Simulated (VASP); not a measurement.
Crystal: CS2.

```
S C
1.0
     3.64579   -2.99431    0.00000
     3.64579    2.99431    0.00000
     0.00000    0.00000    9.85126
S C
4 2
Direct
  0.18152 0.81848 0.88687
  0.31848 0.68152 0.38687
  0.68152 0.31848 0.61313
  0.81848 0.18152 0.11313
  0.50000 0.50000 0.50000
  0.00000 0.00000 0.00000
```

| Property | Result |
| --- | --- |
| Program | VASP 6.6.1 |
| Task | relaxation of cell and atoms |
| Functional | LDA |
| Potentials or basis | VASP PAW LDA potentials, release 64 (S, C) |
| Cutoff | 600 eV |
| k mesh | 6 × 6 × 3 |
| Occupations | fermi-dirac, width 0.05 eV |
| Spin | no spin polarisation |

At the start: pressure -1.6 GPa; volume 35.85 Å³/atom.

Question: Where does the relaxation end?

Answer: Over 43 steps the energy falls by 82.9 meV/atom and the volume is 21.87 Å³/atom (-39.0 %); space group Cmce (No. 64, to 0.1 Å) before and after.

Step by step:
| step | energy change (eV) | largest force (eV/Å) | pressure (GPa) | volume (Å³) |
| --- | --- | --- | --- | --- |
| 1 | 0.0000 | 0.5084 | -1.62 | 215.09 |
| 3 | -0.0231 | 0.2344 | -0.49 | 212.26 |
| 5 | -0.0441 | 0.2601 | -0.48 | 208.29 |
| 7 | -0.2500 | 0.4383 | -0.30 | 175.28 |
| 9 | -0.4035 | 1.3069 | 4.57 | 120.65 |
| 11 | -0.4576 | 1.0454 | 2.59 | 130.57 |
| 13 | -0.4839 | 0.2412 | 1.20 | 124.79 |
| 15 | -0.4864 | 0.2975 | 1.22 | 125.87 |
| 17 | -0.4964 | 0.0853 | 0.23 | 130.28 |
| 19 | -0.4966 | 0.0457 | 0.07 | 131.15 |
| 21 | -0.4966 | 0.0279 | 0.00 | 131.32 |
| 23 | -0.4967 | 0.0586 | -0.16 | 130.75 |
| 25 | -0.4968 | 0.0274 | -0.09 | 130.90 |
| 27 | -0.4969 | 0.0196 | -0.01 | 130.25 |
| 29 | -0.4969 | 0.0270 | 0.09 | 130.35 |
| 31 | -0.4970 | 0.0180 | 0.07 | 130.40 |
| 33 | -0.4971 | 0.0078 | -0.02 | 131.01 |
| 35 | -0.4971 | 0.0091 | -0.06 | 131.30 |
| 37 | -0.4972 | 0.0075 | -0.05 | 131.14 |
| 39 | -0.4972 | 0.0180 | 0.00 | 131.16 |
| 41 | -0.4973 | 0.0058 | -0.05 | 131.22 |
| 43 | -0.4973 | 0.0033 | -0.04 | 131.23 |

Final structure:
```
S C
1.0
     2.89040   -2.60397    0.00000
     2.89040    2.60397    0.00000
     0.00000    0.00000    8.71757
S C
4 2
Direct
  0.20448 0.79552 0.87128
  0.29552 0.70448 0.37128
  0.70448 0.29552 0.62872
  0.79552 0.20448 0.12872
  0.50000 0.50000 0.50000
  0.00000 0.00000 0.00000
```

Caveat: the volume moved by over 15 % at a fixed basis, so the end points are rough.
